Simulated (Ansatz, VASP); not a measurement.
# Two plane-wave programs on Cd4Se3S

```
Cd Se S
1.0
     6.12794    0.00000    0.00000
     0.00000    6.12794    0.00000
     0.00000    0.00000    6.12794
Cd Se S
4 3 1
Direct
  0.75610 0.75610 0.24390
  0.75610 0.24390 0.75610
  0.24390 0.75610 0.75610
  0.24390 0.24390 0.24390
  0.00000 0.50000 0.50000
  0.50000 0.00000 0.50000
  0.50000 0.50000 0.00000
  0.00000 0.00000 0.00000
```

Alike in both runs: functional PBE; k mesh 6 × 6 × 6; occupations gaussian, width 0.02 eV; no spin polarisation.

Ansatz relaxed the structure, and its values are those at the end. VASP's run is a single point on that final structure, the one shown.

|  | VASP | Ansatz |
| --- | --- | --- |
| version | VASP 6.6.1 | Ansatz 0.2.0 |
| potentials or method | VASP PAW PBE potentials, release 64 (Cd, Se, S), cutoff 520 eV | scalar-relativistic, plane waves, PAW |
| valence electrons in the cell | 72 | 134 |

VASP gave:

```
gap on the k mesh at the Fermi level (eV) : 0.60
least direct gap on the mesh (eV)         : 0.60
pressure (GPa)                            : 0.3
```

**Question.** Estimate Ansatz's values.

**Answer.** gap on the k mesh at the Fermi level (eV): 0.60; least direct gap on the mesh (eV): 0.60; pressure (GPa): 0.0.

VASP's potentials hold 72 valence electrons a cell and Ansatz's 134, so a difference there can come from the potentials and not from the codes.
